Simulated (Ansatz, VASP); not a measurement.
**One calculation of Be2ZnTe5, two programs**

```xyz
8
Lattice="-3.9203 3.9204 3.3401 3.9200 -3.9213 3.3413 3.9213 3.9224 -3.3414" Properties=species:S:1:pos:R:3 pbc="T T T"
Be    0.0024    3.9217    1.7450
Be    3.9225    0.0010    1.7448
Zn   -0.0035   -0.0049    2.8539
Te    2.5366   -1.1661    3.4073
Te    1.3864    5.0907    0.0665
Te    1.1689    2.5344    3.4071
Te    2.7536    1.3851    0.0666
Te    3.9172    3.9244   -3.2717
```

Change from the starting cell: cell x1, atoms moved at random (sigma 0.15 Å) and cell strained at random (1.5 %), then relaxed without symmetry.

Alike in both runs: functional PBE; k mesh 4 × 4 × 4; occupations gaussian, width 0.1 eV; no spin polarisation.

Ansatz relaxed the structure, and its values are those at the end. VASP's run is a single point on that final structure, the one shown.

|  | VASP | Ansatz |
| --- | --- | --- |
| version | VASP 6.6.1 | Ansatz 0.2.0 |
| potentials or method | VASP PAW PBE potentials, release 64 (Be, Zn, Te), cutoff 520 eV | scalar-relativistic, plane waves, PAW |
| valence electrons in the cell | 46 | 96 |

```tsv
	VASP	Ansatz	Ansatz less VASP
gap on the k mesh at the Fermi level (eV)	0.63	0.64	+0.004
least direct gap on the mesh (eV)	0.76	0.77	+0.003
pressure (GPa)	0.1	0.0	-0.06
rms of the force components (eV/Å)	0.009	0.004	-0.0052
```

VASP's potentials hold 46 valence electrons a cell and Ansatz's 96, so a difference there can come from the potentials and not from the codes.

Spin-orbit coupling is off throughout.
